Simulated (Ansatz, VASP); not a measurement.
## GaN in VASP and in Ansatz

```
Ga N
1.0
     0.00000    2.24915    2.24915
     2.24915    0.00000    2.24915
     2.24915    2.24915    0.00000
Ga N
1 1
Direct
  0.00000 0.00000 0.00000
  0.25000 0.25000 0.25000
```

Alike in both runs: functional PBEsol; k mesh 10 × 10 × 10; occupations gaussian, width 0.02 eV; no spin polarisation.

Ansatz relaxed the structure, and its values are those at the end. VASP's run is a single point on that final structure, the one shown.

|  | VASP | Ansatz |
| --- | --- | --- |
| version | VASP 6.6.1 | Ansatz 0.2.0 |
| potentials or method | VASP PAW PBE potentials, release 64 (Ga_d, N), cutoff 600 eV | scalar-relativistic, plane waves, PAW |
| valence electrons in the cell | 18 | 18 |

Ansatz gave:

| Property | Result |
| --- | --- |
| gap on the k mesh at the Fermi level (eV) | 1.70 |
| least direct gap on the mesh (eV) | 1.70 |
| pressure (GPa) | 0.0 |

Task: What did VASP give for the same quantities?

Result: gap on the k mesh at the Fermi level (eV): 1.72; least direct gap on the mesh (eV): 1.72; pressure (GPa): -0.4.

VASP's potentials were made for PBE, not for PBEsol, and Ansatz warns of the same on its side.
